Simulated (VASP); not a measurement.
# NaAl15N15 (a cell with a defect) in VASP: further runs, part 3 of 3

VASP 6.6.1.

### Step 4. Single point, PBE

INCAR

```
SYSTEM = NaAl15N15
ALGO     = Normal         ! electronic algorithm
EDIFF    = 1E-6           ! SCF threshold, eV
ENCUT    = 520            ! plane-wave cutoff, eV
GGA      = PE             ! functional
GGA_COMPAT= .False.      
ISIF     = 2              ! what is computed and relaxed
ISMEAR   = 0              ! smearing method
ISYM     = -1           
LASPH    = .True.         ! aspherical terms in the spheres
LCHARG   = .False.        ! write CHGCAR
LREAL    = Auto         
LWAVE    = .False.        ! write WAVECAR
NBANDS   = 84             ! bands
NELECT   = 128.0        
NELM     = 120            ! most SCF steps
PREC     = Accurate       ! precision mode
SIGMA    = 0.01           ! smearing width, eV
```

KPOINTS

```
explicit points
1
Reciprocal
  0.25000000   0.25000000   0.25000000 1
```

POSCAR

```
NaAl15N15
1.0
    6.2595139128      0.0000000578      0.0000000000
   -3.1297570064      5.4208980350      0.0000000000
    0.0000000000      0.0000000000     10.0348065929
Al Na N
15 1 15
Direct
    0.3371211143      0.1626232738      0.2533073010
    0.3315822274      0.1688458538      0.7525980410
    0.1664738213      0.3333933772      0.9957491941
    0.3352993518      0.6662131759      0.2511024421
    0.1680682738      0.8275934293      0.4958667680
    0.3303170333      0.6648638536      0.7503456160
    0.1652599637      0.8338317809      1.0014087137
    0.8339949967      0.1647598468      0.2510474022
    0.6728617463      0.3321259575      0.4958398703
    0.8347578259      0.1695709192      0.7503443527
    0.6659981922      0.3346337002      1.0013851690
    0.8323402505      0.6671045461      0.2522135623
    0.6615115376      0.8385184855      0.4982835054
    0.8314372210      0.6693223720      0.7465316447
    0.6657654236      0.8340752295      0.9994695890
    0.1867647419      0.3132296002      0.4961969201
    0.1711588834      0.3298454809      0.1888538320
    0.3343341223      0.1655615531      0.9428456544
    0.1669338289      0.3323419237      0.7137485877
    0.3453096471      0.6947145170      0.4323896429
    0.1644750681      0.8291025552      0.1899904750
    0.3321216130      0.6728481335      0.9424418276
    0.1680028936      0.8366560854      0.6874725793
    0.8053037373      0.1545332023      0.4323436326
    0.6701053810      0.3345157706      0.1900525690
    0.8269794889      0.1676573209      0.9424147226
    0.6643669837      0.3331756220      0.6873668410
    0.8311951152      0.6689011247      0.4420956495
    0.6696776579      0.8302509789      0.1867638743
    0.8317626433      0.6681768267      0.9377255837
    0.6653858850      0.8343468334      0.6914221270
```

Potentials or basis: VASP PAW PBE potentials, release 64 (Al, Na_pv, N).

Started as:

```sh
$ cat potpaw_PBE.64/Al/POTCAR potpaw_PBE.64/Na_pv/POTCAR potpaw_PBE.64/N/POTCAR > POTCAR
$ mpirun -np 1 vasp_std > vasp.out
```

OUTCAR:

```text
SYSTEM = NaAl15N15
   EDIFF = 1E-6
   ENCUT = 520
   GGA = PE
   ISIF = 2
   ISMEAR = 0
   ISYM = -1
   LASPH = .True.
   LREAL = Auto
   NELECT = 128.0
   NELM = 120
   PREC = Accurate

 ion  position               nearest neighbor table
   1  0.337  0.163  0.253-  25 1.91  21 1.92  17 1.92  16 2.93   5 3.04   9 3.04   7 3.09  11 3.09
                             4 3.10   8 3.10  12 3.13  12 3.13   8 3.16   4 3.16   3 3.18
   2  0.332  0.169  0.753-  19 1.82  18 1.91  23 1.92  27 1.92  16 3.01   3 3.02  11 3.09   7 3.09
                             6 3.11  10 3.11  14 3.13  14 3.13  10 3.15   6 3.15   5 3.17   9 3.17
   3  0.166  0.333  0.996-  18 1.90  22 1.92  26 1.92  17 1.94   2 3.02   6 3.05  10 3.05  11 3.12
                             7 3.12  15 3.13  15 3.13   8 3.13   4 3.13   7 3.14  11 3.14   1 3.18
   4  0.335  0.666  0.251-  20 1.83  21 1.91  29 1.92  17 1.93   5 3.03  13 3.05  15 3.10   1 3.10
                             7 3.10  12 3.11   8 3.12   3 3.13   8 3.14  12 3.15   1 3.16
   5  0.168  0.828  0.496-  20 1.80  28 1.91  23 1.92  16 2.98   4 3.03   1 3.04  12 3.05  13 3.06
                             9 3.10   6 3.10  14 3.11   9 3.16   2 3.17  13 3.21
   6  0.330  0.665  0.750-  19 1.84  31 1.91  23 1.92  22 1.93   3 3.05  15 3.09  10 3.10  13 3.10
                             5 3.10   7 3.10   2 3.11  14 3.12  14 3.14   2 3.15  10 3.16
   7  0.165  0.834  0.001-  22 1.87  18 1.89  21 1.89  30 1.92   2 3.09   1 3.09  12 3.10   6 3.10
                             4 3.10   3 3.12  11 3.12  15 3.13  15 3.13  14 3.13  11 3.13   3 3.14
   8  0.834  0.165  0.251-  24 1.83  25 1.91  29 1.92  17 1.93   9 3.03  13 3.05  15 3.10  11 3.10
                             1 3.10  12 3.11   4 3.12   3 3.13   4 3.14  12 3.15   1 3.16
   9  0.673  0.332  0.496-  24 1.80  28 1.90  27 1.92  16 2.99   8 3.03   1 3.04  12 3.05  13 3.05
                             5 3.10  10 3.10  14 3.11   5 3.16   2 3.17  13 3.21
  10  0.835  0.170  0.750-  19 1.84  31 1.91  27 1.92  26 1.93   3 3.05  15 3.09   9 3.10   6 3.10
                            13 3.10  11 3.10   2 3.11  14 3.12  14 3.14   2 3.15   6 3.16
  11  0.666  0.335  0.001-  26 1.87  18 1.89  25 1.89  30 1.92   2 3.09   1 3.09  12 3.10  10 3.10
                             8 3.10   3 3.12   7 3.12  15 3.13  15 3.13   7 3.13  14 3.14   3 3.14
  12  0.832  0.667  0.252-  29 1.88  28 1.91  21 1.91  25 1.91   9 3.05   5 3.05  13 3.09  11 3.10
                             7 3.10   4 3.11   8 3.11  15 3.11   1 3.13   1 3.13   8 3.15   4 3.15
  13  0.662  0.839  0.498-  24 1.84  20 1.84  28 1.92  31 1.94   4 3.05   8 3.05   9 3.05   5 3.06
                            12 3.09  14 3.10  10 3.10   6 3.10   5 3.21   9 3.21
[... 176 lines left out ...]
  ---------------------------------------------------
  ext. energy  EPLUGINS =         0.00000000
  ---------------------------------------------------
  free energy    TOTEN  =      -214.90430952 eV

  energy without entropy =     -214.90430952  energy(sigma->0) =     -214.90430952

 E-fermi :   6.8940     XC(G=0): -10.7343

 val. band max:        6.7744958222   @ k =   0.2500   0.2500   0.2500
 cond. band min:       9.2637124749   @ k =   0.2500   0.2500   0.2500
 fundamental gap:      2.4892166527
 Fermi energy:         6.8939643728

 k-point     1 :       0.2500    0.2500    0.2500
  band No.  band energies     occupation
      1     -14.9901      2.00000
      2     -14.9669      2.00000
      3     -14.9611      2.00000
      4      -9.0044      2.00000
      5      -8.5248      2.00000
      6      -8.4230      2.00000
[... 68 lines left out ...]
     75      12.4170      0.00000
     76      12.5526      0.00000
 [bands above 76 left out]

------------------------ aborting loop because EDIFF is reached ----------------------------------------

  FORCE on cell =-STRESS in cart. coord.  units (eV):
  Direction    XX          YY          ZZ          XY          YZ          ZX
  --------------------------------------------------------------------------------------
  -------------------------------------------------------------------------------------
  Total       15.9387304      9.1693050     18.4889976     -5.9354618      0.9048447     -1.0536806
  in kB       74.9969239     43.1445701     86.9967627    -27.9282835      4.2575896     -4.9579107
  external PRESSURE =      68.3794189 kB  Pullay stress =       0.0000000 kB

 VOLUME and BASIS-vectors are now :
 -----------------------------------------------------------------------------
  energy-cutoff  :      520.00
  volume of cell :      340.50
      direct lattice vectors                 reciprocal lattice vectors
     6.259513913  0.000000058  0.000000000     0.159756813  0.092235641  0.000000000
    -3.129757006  5.420898035  0.000000000    -0.000000002  0.184471279  0.000000000
     0.000000000  0.000000000 10.034806593     0.000000000  0.000000000  0.099653141

 POSITION                                       TOTAL-FORCE (eV/Angst)
 -----------------------------------------------------------------------------------
      1.60124      0.88156      2.54189         0.004711     -0.003091      0.007315
      1.54710      0.91530      7.55218         0.016575     -0.011924      0.000138
     -0.00140      1.80729      9.99215        -0.006117      0.004653     -0.020585
      0.01373      3.61147      2.51976        -0.000671     -0.012182     -0.024420
     -1.53814      4.48630      4.97593         0.000439     -0.004080      0.000961
     -0.01324      3.60416      7.52957         0.008354      0.003419      0.001544
[... 23 lines left out ...]
      3.11520      3.62212      9.40989         0.001287     -0.000572     -0.012277
      1.55369      4.52291      6.93829        -0.008209      0.005314     -0.014358
 -----------------------------------------------------------------------------------
    total drift:                               -0.007627      0.001604     -0.002708

  FREE ENERGIE OF THE ION-ELECTRON SYSTEM (eV)
  ---------------------------------------------------
  free  energy   TOTEN  =      -214.9043095184 eV

  energy  without entropy=     -214.9043095184  energy(sigma->0) =     -214.90430952
```

stdout:

```text
POSCAR found type information on POSCAR AlNaN
 POSCAR found :  3 types and      31 ions
 scaLAPACK will be used
 LDA part: xc-table for (Slater+PW92), standard interpolation
 POSCAR, INCAR and KPOINTS ok, starting setup
 FFT: planning ... GRIDC
 FFT: planning ... GRID_SOFT
 FFT: planning ... GRID
 WAVECAR not read
 entering main loop
 the old and the new charge density differ
 old charge density:   127.00000 new  128.00000
    0.338E+01
```

It took 91 s on 1 thread of Intel Xeon 6975P-C (Granite Rapids), shared host; peak memory 0.41 GiB.

What came out:

* Free energy: -214.9043 eV
* Largest force: 0.033 eV/Å

Forces in eV/Å, atoms in the order of the input:
```
Al   0.005 -0.003  0.007
Al   0.017 -0.012  0.000
Al  -0.006  0.005 -0.021
Al  -0.001 -0.012 -0.024
Al   0.000 -0.004  0.001
Al   0.008  0.003  0.002
Al   0.003 -0.003  0.002
Al   0.010  0.006 -0.024
Al   0.005  0.004  0.003
Al   0.002 -0.010  0.002
Al   0.004 -0.001  0.002
Al  -0.004  0.001 -0.010
Al   0.013 -0.008 -0.003
Al   0.000  0.001  0.025
Al  -0.010  0.006  0.012
Na   0.018 -0.010 -0.006
N   -0.022  0.013  0.021
N   -0.005  0.003 -0.006
N   -0.013  0.009 -0.006
N   -0.008  0.001  0.017
N    0.006 -0.009 -0.001
N    0.008  0.000  0.006
N   -0.004  0.015 -0.007
N   -0.006  0.007  0.018
N    0.011 -0.001 -0.002
N    0.003 -0.007  0.006
N   -0.015 -0.003 -0.008
N   -0.010  0.003  0.004
N   -0.003  0.002  0.015
N    0.001 -0.001 -0.012
N   -0.008  0.005 -0.014
```

Levels at points of the mesh, in eV from the Fermi level:
```csv
k point,band 61,band 62,band 63,band 64,band 65,band 66,band 67,band 68
"(0.25, 0.25, 0.25)",-1.66,-1.39,-0.78,-0.12,2.37,3.05,4.18,4.47
```

Caveat: the cell carries a net charge on a neutralising background, which shifts energy and pressure; the cell is charged against a uniform background, so pressure and absolute levels hang on convention.

### Step 5. Single point, PBE

INCAR

```
  ALGO = Normal
  EDIFF = 1E-6
  ENCUT = 520
  GGA = PE
  GGA_COMPAT = F
  ISIF = 2
  ISMEAR = 0
  ISYM = -1
  LASPH = T
  LCHARG = F
  LREAL = Auto
  LWAVE = F
  NBANDS = 84
  NELECT = 126.0
  NELM = 120
  PREC = Accurate
  SIGMA = 0.01
```

KPOINTS is that of step 4.

POSCAR

```
NaAl15N15
1.0
    6.2595139128      0.0000000578      0.0000000000
   -3.1297570064      5.4208980350      0.0000000000
    0.0000000000      0.0000000000     10.0348065929
Al Na N
15 1 15
Direct
    0.3304890515      0.1693677146      0.1843903239
    0.3310211662      0.1689782650      0.7591192827
    0.1585885101      0.3415801612      0.9933933074
    0.3339481832      0.6743419103      0.2504811755
    0.1442204935      0.7716381222      0.5144274662
    0.3346025497      0.6616678443      0.7531298171
    0.1566405430      0.8222082599      0.9978698371
    0.8256479651      0.1659712718      0.2504515901
    0.7288714132      0.3558829239      0.5144539006
    0.8383226497      0.1653807104      0.7531809057
    0.6778799326      0.3435371955      0.9979768351
    0.8292215641      0.6705214692      0.2510110257
    0.6603571226      0.8395620485      0.5038512509
    0.8282469362      0.6719840810      0.7526652036
    0.6637717462      0.8363077832      1.0024291391
    0.2011948717      0.2987037871      0.4837417936
    0.1624006641      0.3378465707      0.1897608999
    0.3317945241      0.1683177728      0.9561365309
    0.1695743528      0.3302735878      0.7086334829
    0.3462026017      0.6974783255      0.4337004630
    0.1588082135      0.8292308209      0.1888542969
    0.3328827601      0.6744698724      0.9418851058
    0.1680466463      0.8352402400      0.6942450028
    0.8024256197      0.1534952813      0.4336376817
    0.6704325415      0.3407441609      0.1889121582
    0.8255944577      0.1672780147      0.9419467282
    0.6649399249      0.3321784213      0.6942603873
    0.8300543729      0.6697269584      0.4438356354
    0.6661459515      0.8336805777      0.1894263682
    0.8285178074      0.6716273586      0.9393192241
    0.6658215329      0.8341118190      0.6924908705
```

Started as:

```sh
$ cat potpaw_PBE.64/Al/POTCAR potpaw_PBE.64/Na_pv/POTCAR potpaw_PBE.64/N/POTCAR > POTCAR
$ mpirun -np 1 vasp_std > vasp.out
```

Wall time 93 s (1 thread of Intel Xeon 6975P-C (Granite Rapids), shared host); peak memory 0.41 GiB.

It converged, with:

| Property | Result |
| --- | --- |
| Free energy | -229.6517 eV |
| Largest force | 0.019 eV/Å |

Forces on the atoms (eV/Å):
```
Al  -0.003  0.001 -0.015
Al   0.001 -0.001 -0.003
Al   0.000 -0.001 -0.003
Al  -0.004  0.006  0.001
Al  -0.012 -0.005  0.008
Al  -0.001  0.000 -0.002
Al   0.000 -0.006  0.004
Al  -0.007  0.001  0.000
Al  -0.001  0.013  0.008
Al  -0.001  0.001 -0.003
Al   0.004  0.003  0.005
Al   0.003 -0.001  0.001
Al  -0.002  0.002 -0.001
Al  -0.001  0.001  0.001
Al  -0.001  0.001  0.004
Na   0.017 -0.009 -0.001
N   -0.010  0.006  0.004
N   -0.001  0.000  0.004
N    0.003 -0.002  0.017
N    0.011  0.010 -0.011
N   -0.001 -0.005  0.005
N    0.001  0.003 -0.001
N    0.006 -0.002  0.004
N   -0.002 -0.015 -0.011
N    0.005  0.003  0.005
N   -0.002 -0.002 -0.001
N    0.004 -0.004  0.004
N   -0.005  0.003 -0.010
N   -0.002  0.000 -0.002
N    0.000  0.000 -0.005
N    0.001 -0.001 -0.005
```

Levels at points of the mesh, in eV from the Fermi level:
```
           k point  band 59  band 60  band 61  band 62  band 63  band 64  band 65  band 66  band 67  band 68
(0.25, 0.25, 0.25)    -1.24    -1.14    -0.87    -0.72    -0.05     2.19     3.87     4.26     4.70     5.30
```

Caveat: the cell carries a net charge on a neutralising background, which shifts energy and pressure; the cell is charged against a uniform background, so pressure and absolute levels hang on convention.
